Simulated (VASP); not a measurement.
# CuO in VASP: a series of runs

The runs below take CuO through single point, with PBE+U.

Program: VASP 6.6.1. These are calculated values, not measurements. Logs are shortened: lines on timing, memory, paths and dates and some standing lists are left out, and cuts for length are marked.

## (1) The cell of the first run

The typed cell holds 8 atoms: a = 4.187 Å, b = 4.152 Å, c = 5.218 Å, α = 90.00°, β = 90.01°, γ = 90.00°.

## (2) Single point, PBE+U, collinear spin

Contents of INCAR:

```
SYSTEM = CuO
PREC = Accurate ; ENCUT = 520
EDIFF = 1E-6 ; ISMEAR = 0
SIGMA = 0.05 ; LREAL = .False.
LASPH = .True. ; NELM = 150
ALGO = Normal ; ISIF = 2
LWAVE = .False. ; LCHARG = .True.
ISPIN = 2 ; MAGMOM = 1 -1 -1 1 0 0 0 0
LORBIT = 11 ; LMAXMIX = 4
LDAU = .True. ; LDAUTYPE = 2
LDAUL = 2 -1 ; LDAUU = 4 0
LDAUJ = 0 0 ; LDAUPRINT = 1
GGA = PE ; LELF = .True.
LVHAR = .True. ; NBANDS = 48
```

Contents of KPOINTS:

```
Automatic mesh
0
Gamma
  4 4 3
  0 0 0
```

Contents of POSCAR:

```
CuO
1.0
    4.1744183809      0.0000000000      0.3305692766
    0.0000000000      4.1521210885      0.0000000000
   -0.4124906359      0.0000000000      5.2015957572
Cu O
4 4
Direct
    0.2500000000      0.2500000000      0.0000000000
    0.2500000000     -0.2500000000      0.5000000000
    0.7500000000      0.7500000000      0.0000000000
    0.7500000000      0.2500000000      0.5000000000
    0.5000000000     -0.0000352668      0.2500000000
    0.5000000000      0.0000352668      0.7500000000
    1.0000000000      0.4999647332      0.2500000000
    1.0000000000      0.5000352668      0.7500000000
```

Potentials or basis: VASP PAW PBE potentials, release 64 (Cu, O).

The run is started by

```console
cat potpaw_PBE.64/Cu/POTCAR potpaw_PBE.64/O/POTCAR > POTCAR
mpirun -np 1 vasp_std > vasp.out
```

OUTCAR:

```text
SYSTEM = CuO
   PREC = Accurate
   ENCUT = 520
   EDIFF = 1E-6
   ISMEAR = 0
   LREAL = .False.
   LASPH = .True.
   NELM = 150
   ISIF = 2
   ISPIN = 2
   LORBIT = 11
   GGA = PE

 ion  position               nearest neighbor table
   1  0.250  0.250  0.000-   6 1.97   7 1.97   5 1.97   8 1.97
   2  0.250  0.750  0.500-   5 1.97   8 1.97   7 1.97   6 1.97
   3  0.750  0.750  0.000-   5 1.97   8 1.97   7 1.97   6 1.97
   4  0.750  0.250  0.500-   6 1.97   7 1.97   5 1.97   8 1.97
   5  0.500  1.000  0.250-   2 1.97   3 1.97   1 1.97   4 1.97
   6  0.500  0.000  0.750-   1 1.97   4 1.97   3 1.97   2 1.97
   7  0.000  0.500  0.250-   1 1.97   4 1.97   3 1.97   2 1.97
   8  0.000  0.500  0.750-   2 1.97   3 1.97   1 1.97   4 1.97

  LATTYP: Found a simple monoclinic cell.
 ALAT       =     4.1874867003
 B/A-ratio  =     0.9915544539
 C/A-ratio  =     1.2460757284
 COS(beta)  =    -0.0001107893

  Lattice vectors:

 A1 = (   4.1744183809,   0.0000000000,   0.3305692766)
 A2 = (   0.0000000000,   4.1521210885,   0.0000000000)
 A3 = (  -0.4124906359,   0.0000000000,   5.2015957572)

Analysis of symmetry for initial positions (statically):
=====================================================================
 Subroutine PRICEL returns following result:

  LATTYP: Found a base centered monoclinic cell.
 ALAT       =     4.1874867003
 B/A-ratio  =     0.9915544539
 C/A-ratio  =     1.2460757284
 COS(beta)  =    -0.0001107893
[... 12 lines left out ...]
 Subroutine GETGRP returns: Found  4 space group operations
 (whereof  2 operations were pure point group operations)
 out of a pool of  4 trial point group operations.

The static configuration has the point symmetry S_2 .
 The point group associated with its full space group is C_2h.

Analysis of symmetry for dynamics (positions and initial velocities):
=====================================================================
 Subroutine PRICEL returns following result:

  LATTYP: Found a base centered monoclinic cell.
 ALAT       =     4.1874867003
 B/A-ratio  =     0.9915544539
 C/A-ratio  =     1.2460757284
 COS(beta)  =    -0.0001107893
[... 12 lines left out ...]
 Subroutine GETGRP returns: Found  4 space group operations
 (whereof  2 operations were pure point group operations)
 out of a pool of  4 trial point group operations.

The dynamic configuration has the point symmetry S_2 .
 The point group associated with its full space group is C_2h.

Analysis of structural, dynamic, and magnetic symmetry:
=====================================================================
 Subroutine PRICEL returns following result:

  LATTYP: Found a base centered monoclinic cell.
 ALAT       =     4.1874867003
 B/A-ratio  =     0.9915544539
 C/A-ratio  =     1.2460757284
 COS(beta)  =    -0.0001107893
[... 12 lines left out ...]
 Subroutine GETGRP returns: Found  4 space group operations
 (whereof  2 operations were pure point group operations)
 out of a pool of  4 trial point group operations.

The overall configuration has the point symmetry S_2 .
 The point group associated with its full space group is C_2h.

 Subroutine INISYM returns: Found  4 space group operations
 (whereof  2 operations are pure point group operations),
 and found     2 'primitive' translations

----------------------------------------------------------------------------------------

                                     Primitive cell

  volume of cell :      45.3619

  direct lattice vectors                    reciprocal lattice vectors
     2.087209190 -2.076060544  0.165284638     0.238059371 -0.240840760  0.018878295
     2.087209190  2.076060544  0.165284638     0.238059371  0.240840760  0.018878295
    -0.412490636  0.000000000  5.201595757    -0.015129033  0.000000000  0.191048951

  length of vectors
     2.948523122  2.948523122  5.217925540     0.339165043  0.339165043  0.191647044

  position of ions in fractional coordinates (direct lattice)
     0.000000000  0.500000000  1.000000000
     0.500000000  1.000000000  0.500000000
     0.500035267  0.499964733  0.250000000
     0.499964733  0.500035267  0.750000000

  ion indices of the primitive-cell ions
   primitive index   ion index
                 1           1
                 2           2
                 3           7
                 4           6

----------------------------------------------------------------------------------------

 KPOINTS: Automatic mesh
[... 58 lines left out ...]
   ISPIN  =      2    spin polarized calculation?
   LNONCOLLINEAR =      F non collinear calculations
   LSORBIT =      F    spin-orbit coupling
   LASPH  =      T    aspherical Exc in radial PAW
   ENCUT  =  520.0 eV  38.22 Ry    6.18 a.u.   7.79  7.72  9.70*2*pi/ulx,y,z
   NELM   =    150;   NELMIN=  2; NELMDL= -5     # of ELM steps
   EDIFF  = 0.1E-05   stopping-criterion for ELM
   LREAL  =      F    real-space projection
   EDIFFG = 0.1E-04   stopping-criterion for IOM
[... 52 lines left out ...]
  o =  0.9688  v =  0.1130  0.0096 -0.1466  0.0976  0.9778  0.0000  0.0000  0.0000  0.0000  0.0000      0.0000  0.0000  0.0000  0.0000  0.0000  0.0000  0.0000  0.0000  0.0000  0.0000
  o =  0.9694  v = -0.0520  0.6546 -0.1029 -0.7448  0.0585  0.0000  0.0000  0.0000  0.0000  0.0000      0.0000  0.0000  0.0000  0.0000  0.0000  0.0000  0.0000  0.0000  0.0000  0.0000
  o =  0.9770  v =  0.0000  0.0000  0.0000  0.0000  0.0000  0.4379  0.0345 -0.8628  0.1358  0.2103      0.0000  0.0000  0.0000  0.0000  0.0000  0.0000  0.0000  0.0000  0.0000  0.0000
  o =  0.9778  v =  0.4481  0.0353 -0.8661  0.1043 -0.1924  0.0000  0.0000  0.0000  0.0000  0.0000      0.0000  0.0000  0.0000  0.0000  0.0000  0.0000  0.0000  0.0000  0.0000  0.0000
  o =  1.0174  v = -0.0595  0.7518  0.0895  0.6485 -0.0518  0.0000  0.0000  0.0000  0.0000  0.0000      0.0000  0.0000  0.0000  0.0000  0.0000  0.0000  0.0000  0.0000  0.0000  0.0000

 number of electron      68.0000048 magnetization       0.0000000

 Free energy of the ion-electron system (eV)
  ---------------------------------------------------
  ext. energy  EPLUGINS =         0.00000000
  ---------------------------------------------------
  free energy    TOTEN  =       -34.61174046 eV

  energy without entropy =      -34.61173997  energy(sigma->0) =      -34.61174021

 E-fermi :   4.5393     XC(G=0): -11.1278

 val. band max:        4.3997044502   @ k =   0.0000   0.0000   0.0000
 cond. band min:       4.6846952276   @ k =   0.0000   0.5000   0.3333
 fundamental gap:      0.2849907774
 Fermi energy:         4.5393199056

 spin component 1

 k-point     1 :       0.0000    0.0000    0.0000
  band No.  band energies     occupation
      1     -14.7318      1.00000
      2     -13.6012      1.00000
      3     -13.4643      1.00000
      4     -13.2366      1.00000
      5      -3.4904      1.00000
      6      -2.3683      1.00000
[... 1018 lines left out ...]
     45      16.2740      0.00000
     46      16.2742      0.00000
 Fermi energy:         4.5393199056

 spin component 2

 k-point     1 :       0.0000    0.0000    0.0000
  band No.  band energies     occupation
      1     -14.7318      1.00000
      2     -13.6012      1.00000
      3     -13.4643      1.00000
      4     -13.2366      1.00000
      5      -3.4904      1.00000
      6      -2.3683      1.00000
[... 1018 lines left out ...]
     45      16.2740      0.00000
     46      16.2742      0.00000
 [bands above 46 left out]

------------------------ aborting loop because EDIFF is reached ----------------------------------------

  FORCE on cell =-STRESS in cart. coord.  units (eV):
  Direction    XX          YY          ZZ          XY          YZ          ZX
  --------------------------------------------------------------------------------------
  -------------------------------------------------------------------------------------
  Total       -1.7790858     -1.0944581     -1.8762030      0.0000000      0.0000000      0.0072988
  in kB      -31.4185516    -19.3280662    -33.1336354      0.0000000      0.0000000      0.1288965
  external PRESSURE =     -27.9600844 kB  Pullay stress =       0.0000000 kB

 VOLUME and BASIS-vectors are now :
 -----------------------------------------------------------------------------
  energy-cutoff  :      520.00
  volume of cell :       90.72
      direct lattice vectors                 reciprocal lattice vectors
     4.174418381  0.000000000  0.330569277     0.238059371  0.000000000  0.018878295
     0.000000000  4.152121089  0.000000000     0.000000000  0.240840760  0.000000000
    -0.412490636  0.000000000  5.201595757    -0.015129033  0.000000000  0.191048951

 POSITION                                       TOTAL-FORCE (eV/Angst)
 -----------------------------------------------------------------------------------
      1.04360      1.03803      0.08264        -0.000000      0.000000      0.000000
      0.83736      3.11409      2.68344        -0.000000      0.000000      0.000000
      3.13081      3.11409      0.24793        -0.000000      0.000000      0.000000
      2.92457      1.03803      2.84872        -0.000000      0.000000      0.000000
      1.98409      4.15197      1.46568         0.000000     -0.000048     -0.000000
      1.77784      0.00015      4.06648        -0.000000      0.000048     -0.000000
     -0.10312      2.07591      1.30040         0.000000     -0.000048     -0.000000
     -0.30937      2.07621      3.90120         0.000000      0.000048     -0.000000
 -----------------------------------------------------------------------------------
    total drift:                                0.000000      0.000000     -0.000000

  FREE ENERGIE OF THE ION-ELECTRON SYSTEM (eV)
  ---------------------------------------------------
  free  energy   TOTEN  =       -34.6117404608 eV

  energy  without entropy=      -34.6117399688  energy(sigma->0) =      -34.61174021

 total charge

# of ion       s       p       d       tot
------------------------------------------
    1        0.379   0.370   9.138   9.887
    2        0.379   0.370   9.138   9.887
    3        0.379   0.370   9.138   9.887
    4        0.379   0.370   9.138   9.887
    5        1.561   3.410   0.000   4.971
    6        1.561   3.410   0.000   4.971
    7        1.561   3.410   0.000   4.971
    8        1.561   3.410   0.000   4.971
--------------------------------------------------
tot          7.762  15.120  36.551  59.433

 magnetization (x)

# of ion       s       p       d       tot
------------------------------------------
    1       -0.004  -0.002   0.602   0.597
    2        0.004   0.002  -0.602  -0.597
    3        0.004   0.002  -0.602  -0.597
    4       -0.004  -0.002   0.602   0.597
    5       -0.000   0.000   0.000   0.000
    6        0.000  -0.000   0.000  -0.000
    7        0.000  -0.000   0.000  -0.000
    8       -0.000   0.000   0.000   0.000
--------------------------------------------------
tot          0.000   0.000   0.000   0.000
```

It took 4.2 min on 1 thread of Intel Xeon Platinum 8259CL at 2.50GHz (Skylake/Cascade Lake), shared host; peak memory 0.29 GiB.

What came out:

```
Free energy                                           : -34.6117 eV
Pressure                                              : -2.8 GPa
Band gap on the k mesh                                : 0.28 eV
Net moment                                            : 0.00 μB per cell
Site moments                                          : Cu +0.60, -0.60 (each value once); O +0.00, -0.00 (each value once) μB
Valence electrons inside the program's atomic spheres : Cu 9.89; O 4.97
```

Levels at points of the mesh, in eV from the valence-band top:
Spin up:
```
           k point  band 31  band 32  band 33  band 34  band 35  band 36  band 37  band 38
(0.00, 0.00, 0.00)    -2.11    -2.01    -1.92     0.00     1.05     1.31     1.90     2.51
(0.50, 0.00, 0.00)    -2.31    -2.31    -1.13    -1.13     1.21     1.21     4.04     4.04
(0.00, 0.50, 0.00)    -2.35    -2.29    -1.65    -0.25     0.44     1.63     4.03     4.12
(0.50, 0.50, 0.00)    -1.77    -1.77    -0.47    -0.47     1.37     1.37     3.92     3.92
```
Spin down:
| k point | band 30 | band 31 | band 32 | band 33 | band 34 | band 35 | band 36 | band 37 | band 38 | band 39 |
| --- | --- | --- | --- | --- | --- | --- | --- | --- | --- | --- |
| (0.00, 0.00, 0.00) | -2.13 | -2.11 | -2.01 | -1.92 | 0.00 | 1.05 | 1.31 | 1.90 | 2.51 | 6.36 |
| (0.50, 0.00, 0.00) | -2.38 | -2.31 | -2.31 | -1.13 | -1.13 | 1.21 | 1.21 | 4.04 | 4.04 | 5.75 |
| (0.00, 0.50, 0.00) | -2.38 | -2.35 | -2.29 | -1.65 | -0.25 | 0.44 | 1.63 | 4.03 | 4.12 | 5.68 |
| (0.50, 0.50, 0.00) | -2.65 | -1.77 | -1.77 | -0.47 | -0.47 | 1.37 | 1.37 | 3.92 | 3.92 | 5.99 |

Eigenvalues of the final occupation matrices:
| site | spin | trace | eigenvalues |
| --- | --- | --- | --- |
| site 1 d | 1 | 4.88 | 0.95 0.97 0.97 0.98 1.02 |
| site 1 d | 2 | 4.28 | 0.43 0.94 0.97 0.97 0.98 |
| site 2 d | 1 | 4.28 | 0.43 0.94 0.97 0.97 0.98 |
| site 2 d | 2 | 4.88 | 0.95 0.97 0.97 0.98 1.02 |
| site 3 d | 1 | 4.28 | 0.43 0.94 0.97 0.97 0.98 |
| site 3 d | 2 | 4.88 | 0.95 0.97 0.97 0.98 1.02 |
| site 4 d | 1 | 4.88 | 0.95 0.97 0.97 0.98 1.02 |
| site 4 d | 2 | 4.28 | 0.43 0.94 0.97 0.97 0.98 |

Caveat: semilocal functionals underestimate gaps, and a narrow one can read as zero. A k mesh can miss the band edges.

## (3) Single point, PBE+U, collinear spin

Contents of INCAR:

```
SYSTEM = CuO
ALGO     = Normal         ! electronic algorithm
EDIFF    = 1E-7           ! SCF threshold, eV
ENCUT    = 520            ! plane-wave cutoff, eV
GGA      = PE             ! functional
ISIF     = 2              ! what is computed and relaxed
ISMEAR   = 0              ! smearing method
ISPIN    = 2              ! spin polarisation
LASPH    = .TRUE.         ! aspherical terms in the spheres
LCHARG   = .FALSE.        ! write CHGCAR
LDAU     = .TRUE.         ! DFT+U
LDAUJ    = 0 0          
LDAUL    = 2 -1           ! shell
LDAUPRINT= 1            
LDAUTYPE = 2            
LDAUU    = 4 0            ! U, eV
LMAXMIX  = 4              ! l up to which the mixer works
LORBIT   = 11             ! projections on sites
LREAL    = .FALSE.        ! projectors in reciprocal space
LWAVE    = .FALSE.        ! write WAVECAR
MAGMOM   = 1 1 -1 -1 0 0 0 0 ! initial moments
NBANDS   = 48             ! bands
NELM     = 150            ! most SCF steps
PREC     = Accurate       ! precision mode
SIGMA    = 0.05           ! smearing width, eV
```

Contents of KPOINTS:

```
k-points
0
G
  4 4 3
  0 0 0
```

POSCAR is that of step 2.

Potentials or basis: VASP PAW PBE potentials, release 64 (Cu, O).

The run is started by

```console
cat potpaw_PBE.64/Cu/POTCAR potpaw_PBE.64/O/POTCAR > POTCAR
mpirun -np 1 vasp_std > vasp.out
```

Wall time 5.5 min (1 thread of Intel Xeon Platinum 8259CL at 2.50GHz (Skylake/Cascade Lake), shared host); peak memory 0.3 GiB.

Results (log left out):

```yaml
Free_energy: -34.6171 eV
Pressure: -2.8 GPa
Band_gap_on_the_k_mesh: 0.30 eV
Net_moment: 0.00 μB per cell
Site_moments: Cu +0.60, -0.60 (each value once); O +0.00 μB
Valence_electrons_inside_the_program's_atomic_spheres: Cu 9.89; O 4.97
```

Stress tensor (GPa, compression positive):
```
-2.04  0.00  0.10
 0.00 -3.07  0.00
 0.10  0.00 -3.32
```

Levels at points of the mesh, in eV from the valence-band top:
Spin up:
| k point | band 32 | band 33 | band 34 | band 35 | band 36 | band 37 |
| --- | --- | --- | --- | --- | --- | --- |
| (0.00, 0.00, 0.00) | -2.00 | -1.91 | 0.00 | 1.08 | 1.32 | 1.91 |
| (0.50, 0.00, 0.00) | -2.27 | -1.64 | -0.24 | 0.46 | 1.63 | 4.00 |
| (0.00, 0.50, 0.00) | -2.30 | -1.13 | -1.13 | 1.23 | 1.23 | 4.09 |
| (0.50, 0.50, 0.00) | -1.76 | -0.46 | -0.46 | 1.38 | 1.38 | 3.93 |
Spin down:
```csv
k point,band 30,band 31,band 32,band 33,band 34,band 35,band 36,band 37,band 38,band 39
"(0.00, 0.00, 0.00)",-2.11,-2.10,-2.00,-1.91,0.00,1.08,1.32,1.91,2.52,6.37
"(0.50, 0.00, 0.00)",-2.36,-2.32,-2.27,-1.64,-0.24,0.46,1.63,4.00,4.09,5.72
"(0.00, 0.50, 0.00)",-2.39,-2.30,-2.30,-1.13,-1.13,1.23,1.23,4.09,4.09,5.73
"(0.50, 0.50, 0.00)",-2.64,-1.76,-1.76,-0.46,-0.46,1.38,1.38,3.93,3.93,6.00
```

Eigenvalues of the final occupation matrices:
```tsv
site	spin	trace	eigenvalues
site 1 d	1	4.88	0.95 0.97 0.97 0.98 1.02
site 1 d	2	4.28	0.43 0.94 0.97 0.97 0.98
site 2 d	1	4.88	0.95 0.97 0.97 0.98 1.02
site 2 d	2	4.28	0.43 0.94 0.97 0.97 0.98
site 3 d	1	4.28	0.43 0.94 0.97 0.97 0.98
site 3 d	2	4.88	0.95 0.97 0.97 0.98 1.02
site 4 d	1	4.28	0.43 0.94 0.97 0.97 0.98
site 4 d	2	4.88	0.95 0.97 0.97 0.98 1.02
```

Caveat: semilocal functionals underestimate gaps, and a narrow one can read as zero. A k mesh can miss the band edges.

## (4) Single point, PBE+U, collinear spin

This run uses another cell than the first one, of the same volume but with other edges.

Contents of INCAR:

```
SYSTEM = CuO
  PREC = Accurate
  ENCUT = 520
  EDIFF = 1E-6
  ISMEAR = 0
  SIGMA = 0.05
  LREAL = .FALSE.
  LASPH = .TRUE.
  NELM = 150
  ALGO = Fast
  ISIF = 2
  LWAVE = .FALSE.
  LCHARG = .FALSE.
  ISPIN = 2
  MAGMOM = 1 1 1 1 0 0 0 0
  LORBIT = 11
  LMAXMIX = 4
  LDAU = .TRUE.
  LDAUTYPE = 2
  LDAUL = 2 -1
  LDAUU = 4 0
  LDAUJ = 0 0
  LDAUPRINT = 1
  GGA = PE
  NBANDS = 48
```

Contents of KPOINTS:

```
Automatic mesh
0
G
  5 5 5
  0 0 0
```

Contents of POSCAR:

```
CuO
1.0
    1.6747185546      2.0760605443      5.3668803955
    2.0872091905     -2.0760605443      0.1652846383
    2.0872091905      6.2281816328      0.1652846383
Cu O
4 4
Direct
    0.0000000000      0.2500000000      0.2500000000
    0.5000000000      0.2500000000     -0.2500000000
    0.0000000000      0.7500000000      0.7500000000
    0.5000000000      0.7500000000      0.2500000000
    0.2500000000      0.6250176334      0.1249823666
    0.7500000000      0.3749823666     -0.1249823666
    0.2500000000      1.1250176334      0.6249823666
    0.7500000000      0.8749823666      0.3750176334
```

The run is started by

```console
cat potpaw_PBE.64/Cu/POTCAR potpaw_PBE.64/O/POTCAR > POTCAR
mpirun -np 1 vasp_std > vasp.out
```

It took 20 min on 1 thread of Oxide Virtual Turin-like, shared host; peak memory 0.48 GiB.

Results (log left out):

```
Free energy                                           : -34.4814 eV
Pressure                                              : -2.7 GPa
Net moment                                            : 3.89 μB per cell
Site moments                                          : Cu +0.63; O +0.30 μB
Valence electrons inside the program's atomic spheres : Cu 9.88; O 4.97
```

Stress tensor (GPa, compression positive):
```
-2.54 -0.02  0.03
-0.02 -2.46  0.00
 0.03  0.00 -2.98
```

Levels at points of the mesh, in eV from the Fermi level:
Spin up:
| k point | band 33 | band 34 | band 35 | band 36 | band 37 | band 38 | band 39 | band 40 |
| --- | --- | --- | --- | --- | --- | --- | --- | --- |
| (0.00, 0.00, 0.00) | -1.42 | -0.28 | -0.27 | -0.26 | 1.26 | 4.65 | 5.86 | 6.39 |
Spin down:
```csv
k point,band 30,band 31,band 32,band 33,band 34,band 35
"(0.00, 0.00, 0.00)",-2.34,-1.87,-1.55,0.84,1.50,1.71
```

Eigenvalues of the final occupation matrices:
| site | spin | trace | eigenvalues |
| --- | --- | --- | --- |
| site 1 d | 1 | 4.89 | 0.95 0.97 0.97 0.98 1.02 |
| site 1 d | 2 | 4.26 | 0.42 0.94 0.96 0.97 0.97 |
| site 2 d | 1 | 4.89 | 0.95 0.97 0.97 0.98 1.02 |
| site 2 d | 2 | 4.26 | 0.42 0.94 0.96 0.97 0.97 |
| site 3 d | 1 | 4.89 | 0.95 0.97 0.97 0.98 1.02 |
| site 3 d | 2 | 4.26 | 0.42 0.94 0.96 0.97 0.97 |
| site 4 d | 1 | 4.89 | 0.95 0.97 0.97 0.98 1.02 |
| site 4 d | 2 | 4.26 | 0.42 0.94 0.96 0.97 0.97 |

Caveat: the k points lie up to 0.43 Å⁻¹ apart.

The gap in the log of VASP goes by the Fermi energy; the results here count the filled bands.